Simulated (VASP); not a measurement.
# FeS2 (Pnnm) in VASP: further runs

Runs on FeS2. Level: PBE. Tasks: single point.

Everything below comes from runs of VASP 6.6.1. Logs are shortened: lines on timing, memory, paths and dates and some standing lists are left out, and cuts for length are marked.

### Step 1. The cell of the first run

It takes space group Pnnm (No. 58, orthorhombic). Conventional cell: a = 4.483 Å, b = 5.463 Å, c = 3.423 Å, α = 90.00°, β = 90.00°, γ = 90.00°. Fe (site symmetry 2/m) has 6 S at 2.25 to 2.26 Å within 3.0 Å. Within 3.0 Å of S (site symmetry m) lie 3 Fe at 2.25 to 2.26 Å and 2 S at 2.30 to 2.97 Å.

### Step 2. Single point, PBE (13.97 Å³/atom)

File INCAR:

```
PREC = Accurate ; ENCUT = 600
EDIFF = 1E-6 ; ISMEAR = 0
SIGMA = 0.01 ; LREAL = F
LASPH = T ; NELM = 120
ALGO = Normal ; ISIF = 2
LWAVE = F ; LCHARG = F
GGA = PE ; NBANDS = 29
GGA_COMPAT = F
```

File KPOINTS:

```
regular mesh
0
Gamma
  6 4 6
```

File POSCAR:

```
FeS2
1.0
    4.4829157392      0.0000000000      0.0000000000
    0.0000000000      5.4631174757      0.0000000000
    0.0000000000      0.0000000000      3.4230781278
Fe S
2 4
Direct
    0.5000000000      0.5000000000      0.5000000000
    0.0000000000      0.0000000000      0.0000000000
    0.2937551967      0.8751795101      0.5000000000
    0.7062448033      0.1248204899      0.5000000000
    0.2062448033      0.3751795101      0.0000000000
    0.7937551967      0.6248204899      0.0000000000
```

Potentials or basis: VASP PAW PBE potentials, release 64 (Fe, S).

Run with:

```bash
$ cat potpaw_PBE.64/Fe/POTCAR potpaw_PBE.64/S/POTCAR > POTCAR
$ mpirun -np 1 vasp_std > vasp.out
```

OUTCAR:

```text
PREC = Accurate
   ENCUT = 600
   EDIFF = 1E-6
   ISMEAR = 0
   LREAL = F
   LASPH = T
   NELM = 120
   ISIF = 2
   GGA = PE

 ion  position               nearest neighbor table
   1  0.500  0.500  0.500-   3 2.25   4 2.25   5 2.26   6 2.26   5 2.26   6 2.26
   2  0.000  0.000  0.000-   5 2.25   6 2.25   3 2.26   4 2.26   3 2.26   4 2.26
   3  0.294  0.875  0.500-   1 2.25   2 2.26   2 2.26   4 2.30
   4  0.706  0.125  0.500-   1 2.25   2 2.26   2 2.26   3 2.30
   5  0.206  0.375  0.000-   2 2.25   1 2.26   1 2.26   6 2.30
   6  0.794  0.625  0.000-   2 2.25   1 2.26   1 2.26   5 2.30

  LATTYP: Found a simple orthorhombic cell.
 ALAT       =     3.4230781278
 B/A-ratio  =     1.3096153730
 C/A-ratio  =     1.5959663413

  Lattice vectors:

 A1 = (   0.0000000000,   0.0000000000,   3.4230781278)
 A2 = (   4.4829157392,   0.0000000000,   0.0000000000)
 A3 = (   0.0000000000,   5.4631174757,   0.0000000000)

Analysis of symmetry for initial positions (statically):
=====================================================================
 Subroutine PRICEL returns:
 Original cell was already a primitive cell.

 Routine SETGRP: Setting up the symmetry group for a
 simple orthorhombic supercell.

 Subroutine GETGRP returns: Found  8 space group operations
 (whereof  4 operations were pure point group operations)
 out of a pool of  8 trial point group operations.

The static configuration has the point symmetry C_2h.
 The point group associated with its full space group is D_2h.

Analysis of symmetry for dynamics (positions and initial velocities):
=====================================================================
 Subroutine PRICEL returns:
 Original cell was already a primitive cell.

 Routine SETGRP: Setting up the symmetry group for a
 simple orthorhombic supercell.

 Subroutine GETGRP returns: Found  8 space group operations
 (whereof  4 operations were pure point group operations)
 out of a pool of  8 trial point group operations.

The dynamic configuration has the point symmetry C_2h.
 The point group associated with its full space group is D_2h.

 Subroutine INISYM returns: Found  8 space group operations
 (whereof  4 operations are pure point group operations),
 and found     1 'primitive' translations

----------------------------------------------------------------------------------------

                                     Primitive cell

  volume of cell :      83.8336

  direct lattice vectors                    reciprocal lattice vectors
     4.482915739  0.000000000  0.000000000     0.223069105  0.000000000  0.000000000
     0.000000000  5.463117476  0.000000000     0.000000000  0.183045670  0.000000000
     0.000000000  0.000000000  3.423078128     0.000000000  0.000000000  0.292134729

  length of vectors
     4.482915739  5.463117476  3.423078128     0.223069105  0.183045670  0.292134729

  position of ions in fractional coordinates (direct lattice)
     0.500000000  0.500000000  0.500000000
     0.000000000  0.000000000  0.000000000
     0.293755197  0.875179510  0.500000000
     0.706244803  0.124820490  0.500000000
     0.206244803  0.375179510  0.000000000
     0.793755197  0.624820490  0.000000000

  ion indices of the primitive-cell ions
   primitive index   ion index
                 1           1
                 2           2
                 3           3
                 4           4
                 5           5
                 6           6

----------------------------------------------------------------------------------------

 KPOINTS: regular mesh

Automatic generation of k-mesh.
 Grid dimensions read from file:
 generate k-points for:    6    4    6

 Generating k-lattice:

  Cartesian coordinates                     Fractional coordinates (reciprocal lattice)
     0.037178184  0.000000000  0.000000000     0.166666667  0.000000000  0.000000000
     0.000000000  0.045761418  0.000000000     0.000000000  0.250000000  0.000000000
     0.000000000  0.000000000  0.048689121     0.000000000  0.000000000  0.166666667

  Length of vectors
     0.037178184  0.045761418  0.048689121

  Shift w.r.t. Gamma in fractional coordinates (k-lattice)
     0.000000000  0.000000000  0.000000000

 Subroutine IBZKPT returns following result:
 ===========================================

 Found     48 irreducible k-points:

 Following reciprocal coordinates:
            Coordinates               Weight
  0.000000  0.000000  0.000000      1.000000
  0.166667  0.000000  0.000000      2.000000
  0.333333  0.000000  0.000000      2.000000
  0.500000  0.000000  0.000000      1.000000
  0.000000  0.250000  0.000000      2.000000
  0.166667  0.250000  0.000000      4.000000
[... 16 lines left out ...]
  0.333333  0.500000  0.166667      4.000000
  0.500000  0.500000  0.166667      2.000000
 [... further k-points ...]
   k-points           NKPTS =     48   k-points in BZ     NKDIM =     48   number of bands    NBANDS=     29
   number of dos      NEDOS =    301   number of ions     NIONS =      6
   total plane-waves  NPLWV =  48384
   dimension x,y,z NGX =    36 NGY =   48 NGZ =   28
   dimension x,y,z NGXF=    72 NGYF=   96 NGZF=   56
   ions per type =               2   4
   NGX,Y,Z   is equivalent  to a cutoff of  13.35, 14.61, 13.60 a.u.
   NGXF,Y,Z  is equivalent  to a cutoff of  26.70, 29.21, 27.20 a.u.
 SYSTEM =  unknown system
   PREC   = accura    normal or accurate (medium, high low for compatibility)
   ISTART =      0    job   : 0-new  1-cont  2-samecut
   ICHARG =      2    charge: 1-file 2-atom 10-const
   ISPIN  =      1    spin polarized calculation?
   LNONCOLLINEAR =      F non collinear calculations
   LSORBIT =      F    spin-orbit coupling
   LASPH  =      T    aspherical Exc in radial PAW
   ENCUT  =  600.0 eV  44.10 Ry    6.64 a.u.   8.95 10.91  6.84*2*pi/ulx,y,z
   NELM   =    120;   NELMIN=  2; NELMDL= -5     # of ELM steps
   EDIFF  = 0.1E-05   stopping-criterion for ELM
   LREAL  =      F    real-space projection
   EDIFFG = 0.1E-04   stopping-criterion for IOM
   NSW    =      0    number of steps for IOM
   IBRION =     -1    ionic relax: 0-MD 1-quasi-New 2-CG
   NFREE  =      0    steps in history (QN), initial steepest desc. (CG)
   ISIF   =      2    stress and relaxation
   ISYM   =      2    0-nonsym 1-usesym 2-fastsym
   POTIM  = 0.5000    time-step for ionic-motion
   TEBEG  =    0.0;   TEEND  =   0.0 temperature during run
   PSTRESS=    0.0 pullay stress
   NELECT =      40.0000    total number of electrons
   NUPDOWN=      -1.0000    fix difference up-down
   EMIN   =  10.00;   EMAX   =-10.00  energy-range for DOS
   EFERMI =   0.00;   METHOD = LEGACY
   ISMEAR =     0;   SIGMA  =   0.01  broadening in eV -4-tet -1-fermi 0-gaus
   EFERMI_NEDOS =   21; number of points for ismear=-14 and -15
   IALGO  =     38    algorithm
   IMIX   =      4    mixing-type and parameters
     AMIX     =   0.40;   BMIX     =  1.00
     AMIX_MAG =   1.60;   BMIX_MAG =  1.00
  volume/ion in A,a.u.               =      13.97        94.29
  Fermi-wavevector in a.u.,A,eV,Ry     =   1.279250  2.417432 22.265679  1.636481
  Thomas-Fermi vector in A             =   2.411746
   LORBIT       =      0    0 simple, 1 ext, 2 COOP (PROOUT), +10 PAW based schemes
   GGA     = PE    functional components
   LHFCALC =     F    Hartree Fock is set to
   AEXX    =    0.0000 exact exchange contribution
   IVDW    =     0    specifies the selected vdW correction
   LEPSILON=     F    determine dielectric tensor
   LRPA    =     F    only Hartree local field effects (RPA)
 non-spin polarized calculation
 Gauss-broadening in eV      SIGMA  =   0.01
  energy-cutoff  :      600.00
  volume of cell :       83.83
 maximum number of plane-waves:      2836
 NGX is ok and might be reduce to    36
   NGX = 17   NGY = 21   NGZ = 13

 number of electron      40.0000009 magnetization

 Free energy of the ion-electron system (eV)
  ---------------------------------------------------
  ext. energy  EPLUGINS =         0.00000000
  ---------------------------------------------------
  free energy    TOTEN  =       -36.07463099 eV

  energy without entropy =      -36.07463099  energy(sigma->0) =      -36.07463099

 E-fermi :   7.4264     XC(G=0): -11.5663

 val. band max:        7.3056006384   @ k =   0.3333   0.0000   0.1667
 cond. band min:       8.1143703584   @ k =   0.0000   0.5000   0.5000
 fundamental gap:      0.8087697200
 Fermi energy:         7.4264457097

 k-point     1 :       0.0000    0.0000    0.0000
  band No.  band energies     occupation
      1      -9.0810      2.00000
      2      -6.7805      2.00000
      3      -5.0918      2.00000
      4      -4.4123      2.00000
      5      -0.0432      2.00000
      6       1.4109      2.00000
[... 21 lines left out ...]
     28      13.0934      0.00000
     29      14.9591      0.00000

 k-point     2 :       0.1667    0.0000    0.0000
  band No.  band energies     occupation
      1      -8.9165      2.00000
      2      -6.7622      2.00000
      3      -5.1196      2.00000
      4      -4.9098      2.00000
      5       0.6843      2.00000
      6       0.9394      2.00000
[... 21 lines left out ...]
     28      13.4490      0.00000
     29      13.9965      0.00000

 k-point     3 :       0.3333    0.0000    0.0000
  band No.  band energies     occupation
      1      -8.4372      2.00000
      2      -6.9767      2.00000
      3      -5.5141      2.00000
      4      -5.2403      2.00000
      5       0.1339      2.00000
      6       0.3575      2.00000
[... 21 lines left out ...]
     28      12.9310      0.00000
     29      13.9984      0.00000

 k-point     4 :       0.5000    0.0000    0.0000
  band No.  band energies     occupation
      1      -7.7069      2.00000
      2      -7.7069      2.00000
      3      -5.4625      2.00000
      4      -5.4625      2.00000
      5      -0.0304      2.00000
      6      -0.0304      2.00000
[... 597 lines left out ...]
     28      14.6444      0.00000
     29      14.9872      0.00000

 k-point    23 :       0.3333    0.5000    0.1667
  band No.  band energies     occupation
      1      -7.5237      2.00000
      2      -7.5237      2.00000
      3      -5.5207      2.00000
      4      -5.5207      2.00000
      5       0.8792      2.00000
      6       0.8792      2.00000
[... 21 lines left out ...]
     28      14.4154      0.00000
     29      14.9439      0.00000

 k-point    24 :       0.5000    0.5000    0.1667
  band No.  band energies     occupation
      1      -7.2389      2.00000
      2      -7.2389      2.00000
      3      -5.9497      2.00000
      4      -5.9497      2.00000
      5       1.1820      2.00000
      6       1.1820      2.00000
[... 21 lines left out ...]
     28      14.3600      0.00000
     29      14.9154      0.00000

 [... further k-points ...]

------------------------ aborting loop because EDIFF is reached ----------------------------------------

  FORCE on cell =-STRESS in cart. coord.  units (eV):
  Direction    XX          YY          ZZ          XY          YZ          ZX
  --------------------------------------------------------------------------------------
  -------------------------------------------------------------------------------------
  Total       -2.0783294     -2.1934451     -2.1209063      0.0000000      0.0000000      0.0000000
  in kB      -39.7197985    -41.9198208    -40.5335026      0.0000000      0.0000000      0.0000000
  external PRESSURE =     -40.7243740 kB  Pullay stress =       0.0000000 kB

 VOLUME and BASIS-vectors are now :
 -----------------------------------------------------------------------------
  energy-cutoff  :      600.00
  volume of cell :       83.83
      direct lattice vectors                 reciprocal lattice vectors
     4.482915739  0.000000000  0.000000000     0.223069105  0.000000000  0.000000000
     0.000000000  5.463117476  0.000000000     0.000000000  0.183045670  0.000000000
     0.000000000  0.000000000  3.423078128     0.000000000  0.000000000  0.292134729

 POSITION                                       TOTAL-FORCE (eV/Angst)
 -----------------------------------------------------------------------------------
      2.24146      2.73156      1.71154         0.000000      0.000000      0.000000
      0.00000      0.00000      0.00000         0.000000      0.000000      0.000000
      1.31688      4.78121      1.71154         0.005744      0.035746     -0.000000
      3.16604      0.68191      1.71154        -0.005744     -0.035746      0.000000
      0.92458      2.04965      0.00000        -0.005744      0.035746     -0.000000
      3.55834      3.41347      0.00000         0.005744     -0.035746      0.000000
 -----------------------------------------------------------------------------------
    total drift:                                0.000000      0.000000      0.000000

  FREE ENERGIE OF THE ION-ELECTRON SYSTEM (eV)
  ---------------------------------------------------
  free  energy   TOTEN  =       -36.0746309864 eV

  energy  without entropy=      -36.0746309864  energy(sigma->0) =      -36.07463099
```

Run time: 3.6 min. Hardware: 1 thread of Oxide Virtual Turin-like, shared host; peak memory 0.24 GiB.

What came out:

```
Free energy            : -36.0746 eV
Pressure               : -4.1 GPa
Largest force          : 0.036 eV/Å
Band gap on the k mesh : 0.81 eV (least direct gap 1.11 eV)
```

Forces in eV/Å, atoms in the order of the input:
```
Fe   0.000  0.000  0.000
Fe   0.000  0.000  0.000
S    0.006  0.036  0.000
S   -0.006 -0.036  0.000
S   -0.006  0.036  0.000
S    0.006 -0.036  0.000
```

Caveat: the cell stands under tension. A k mesh can miss the band edges.

### Step 3. Single point, PBE (14.38 Å³/atom)

This run uses another cell than the first one, of 14.38 Å³/atom.

File INCAR:

```
SYSTEM = FeS2
  PREC = Accurate
  ENCUT = 600
  EDIFF = 1E-6
  ISMEAR = 0
  SIGMA = 0.01
  LREAL = .False.
  LASPH = .True.
  NELM = 120
  ALGO = Normal
  ISIF = 2
  LWAVE = .False.
  LCHARG = .True.
  GGA = PE
  LELF = .True.
  LVHAR = .True.
  NBANDS = 29
  GGA_COMPAT = .False.
```

File KPOINTS:

```
regular mesh
0
Gamma
  6 4 6
  0 0 0
```

POSCAR, as its differences from that of step 2:

```diff
@@ -2,5 +2,5 @@
 1.0
-    4.4829157392      0.0000000000      0.0000000000
-    0.0000000000      5.4631174757      0.0000000000
-    0.0000000000      0.0000000000      3.4230781278
+    4.5260233427      0.0000000000      0.0000000000
+    0.0000000000      5.5156506741      0.0000000000
+    0.0000000000      0.0000000000      3.4559943598
 Fe S
```

Potentials or basis: VASP PAW PBE potentials, release 64 (Fe, S).

Run with:

```bash
$ cat potpaw_PBE.64/Fe/POTCAR potpaw_PBE.64/S/POTCAR > POTCAR
$ mpirun -np 1 vasp_std > vasp.out
```

It took 3 min on 1 thread of Oxide Virtual Turin-like, shared host; peak memory 0.23 GiB.

Results (log left out):

```yaml
Free_energy: -35.9853 eV
Pressure: -7.6 GPa
Largest_force: 0.053 eV/Å
Band_gap_on_the_k_mesh: 0.74 eV (least direct gap 1.03 eV)
```

Forces in eV/Å, atoms in the order of the input:
```
Fe   0.000  0.000  0.000
Fe   0.000  0.000  0.000
S   -0.036  0.039  0.000
S    0.036 -0.039  0.000
S    0.036  0.039  0.000
S   -0.036 -0.039  0.000
```

Stress tensor (GPa, compression positive):
```
-7.29  0.00  0.00
 0.00 -7.81  0.00
 0.00  0.00 -7.66
```

Levels at points of the mesh, in eV from the valence-band top:
| k point | band 17 | band 18 | band 19 | band 20 | band 21 | band 22 | band 23 | band 24 |
| --- | --- | --- | --- | --- | --- | --- | --- | --- |
| (0.00, 0.00, 0.00) | -0.79 | -0.65 | -0.63 | -0.37 | 1.06 | 1.26 | 2.44 | 2.88 |
| (0.50, 0.00, 0.00) | -0.55 | -0.55 | -0.09 | -0.09 | 1.70 | 1.70 | 1.79 | 1.79 |
| (0.00, 0.50, 0.00) | -0.69 | -0.69 | -0.26 | -0.26 | 1.02 | 1.02 | 2.27 | 2.27 |
| (0.50, 0.50, 0.00) | -0.95 | -0.95 | -0.77 | -0.77 | 1.23 | 1.23 | 1.94 | 1.94 |
| (0.00, 0.00, 0.50) | -0.74 | -0.74 | -0.34 | -0.34 | 1.34 | 1.34 | 1.59 | 1.59 |
| (0.50, 0.00, 0.50) | -0.63 | -0.63 | -0.28 | -0.28 | 1.37 | 1.37 | 1.66 | 1.66 |
| (0.00, 0.50, 0.50) | -1.21 | -1.21 | -0.31 | -0.31 | 0.74 | 0.74 | 2.19 | 2.19 |
| (0.50, 0.50, 0.50) | -0.47 | -0.47 | -0.29 | -0.29 | 1.44 | 1.44 | 1.92 | 1.92 |

Caveat: the cell stands under tension. Spin polarisation is off, so any magnetic state and its effect on volume and gap are missing.

[end of part 1 of 2]
